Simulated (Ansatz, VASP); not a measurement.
This is a calculation of W for Ansatz 0.2.0.

input.yaml

```yaml
crystal:
  lattice:
    - [0.0, 2.03, 2.03]
    - [2.03, 0.0, 2.03]
    - [2.03, 2.03, 0.0]
  atoms:
    - { symbol: W, position: [0.0, 0.0, 0.0] }
kpoints:
  mp_grid: { grid: [11, 11, 11] }
scf:
  occupations: { method: gaussian, width: 0.02 }
hamiltonian:
  xc: pbe
  pseudopotentials: { kind: all_electron, lapw: { basis_error: 0.001 } }
output:
  forces: true
  stress: true
  eigenvalues: true
```

Potentials or basis: all-electron LAPW, scalar-relativistic.

Run with:

```console
$ ansatz run input.yaml --threads 1 --pin off --max-ram 3072MiB --backend cpu --events-out ev --progress --plain --runs-dir out
```

**Question.** Set up the same calculation for VASP 6.6.1. Potentials there: VASP PAW PBE potentials, release 64 (W_sv).

**Answer.** As run (the cutoff follows the program's own potentials):

File INCAR:

```
SYSTEM = W
ALGO = Fast ; EDIFF = 1E-6
ENCUT = 520 ; GGA = PE
ISIF = 2 ; ISMEAR = 0
LASPH = .True. ; LCHARG = .False.
LREAL = .False. ; LWAVE = .False.
NBANDS = 13 ; NELM = 60
PREC = Accurate ; SIGMA = 0.02
```

Contents of KPOINTS:

```
k-points
0
Gamma
  11 11 11
  0 0 0
```

Contents of POSCAR:

```
W
1.0
    0.0000000000      2.0300000000      2.0300000000
    2.0300000000      0.0000000000      2.0300000000
    2.0300000000      2.0300000000      0.0000000000
W
1
Direct
    0.0000000000      0.0000000000      0.0000000000
```

Potentials or basis: VASP PAW PBE potentials, release 64 (W_sv).

Command:

```sh
$ cat potpaw_PBE.64/W_sv/POTCAR > POTCAR
$ mpirun -np 1 vasp_std > vasp.out
```

Both were run:

|  | VASP | Ansatz | Ansatz less VASP |
| --- | --- | --- | --- |
| gap on the k mesh at the Fermi level (eV) | none | none | - |
| pressure (GPa) | -4.6 | -4.8 | -0.24 |

A gap of «none» marks a metal or a gap that the smearing closes. Ansatz ran all-electron here, and VASP with PAW potentials.

Spin-orbit coupling is off throughout.
